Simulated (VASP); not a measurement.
**WAu: relaxation of cell and atoms with PBEsol**

WAu:

```
W Au
1.0
     0.00000    2.74798    2.74798
     2.74798    0.00000    2.74798
     2.74798    2.74798    0.00000
W Au
1 1
Direct
  0.00000 0.00000 0.00000
  0.75000 0.75000 0.75000
```

```
Program                : VASP 6.6.1
Task                   : relaxation of cell and atoms
Functional             : PBEsol
Potentials or basis    : VASP PAW PBE potentials, release 64 (W_sv, Au)
Cutoff                 : 600 eV
k mesh                 : 8 × 8 × 8
Occupations            : fermi-dirac, width 0.05 eV
Spin                   : no spin polarisation
Dipole correction      : no
Further INCAR settings : ALGO = Normal; EDIFF = 1e-06; IBRION = 2; EDIFFG = -0.01; NSW = 60; ISIF = 3
```

```yaml
Relaxed_volume: 23.74 Å³/atom
Relaxed_cell: a = 4.064 Å, b = 4.064 Å, c = 4.064 Å, α = 60.00°, β = 60.00°, γ = 60.00°
Space_group_after_relaxing_to_0.1_Å: F-43m (No. 216)
Pressure_after_relaxing: 0.0 GPa
Band_gap_on_the_k_mesh: zero (an odd number of electrons rules out a gap without spin polarisation)
```

Final structure:
```
CELL_PARAMETERS angstrom
0.00000 2.87399 2.87399
2.87399 0.00000 2.87399
2.87399 2.87399 0.00000
ATOMIC_POSITIONS crystal
W 0.00000 0.00000 0.00000
Au 0.75000 0.75000 0.75000
```

Levels at points of the mesh, in eV from the Fermi level:
| k point | band 9 | band 10 | band 11 | band 12 | band 13 | band 14 | band 15 | band 16 |
| --- | --- | --- | --- | --- | --- | --- | --- | --- |
| (0.00, 0.00, 0.00) | -5.75 | -5.75 | -0.76 | -0.76 | -0.76 | 1.65 | 1.65 | 8.49 |
| (0.50, 0.00, 0.00) | -5.67 | -5.10 | -1.94 | -0.25 | -0.25 | 1.45 | 1.45 | 2.11 |
| (0.50, 0.50, 0.00) | -5.12 | -4.06 | -2.86 | 0.39 | 1.29 | 1.57 | 1.57 | 2.89 |

Run time: 2.5 min on 1 thread of AMD EPYC 7R13 (shared host), peak memory 0.17 GiB.

Caveat: the PAW data sets were made with another functional, which shifts forces and pressure a little; spin-orbit coupling is left out, which moves the levels of the heavy elements.
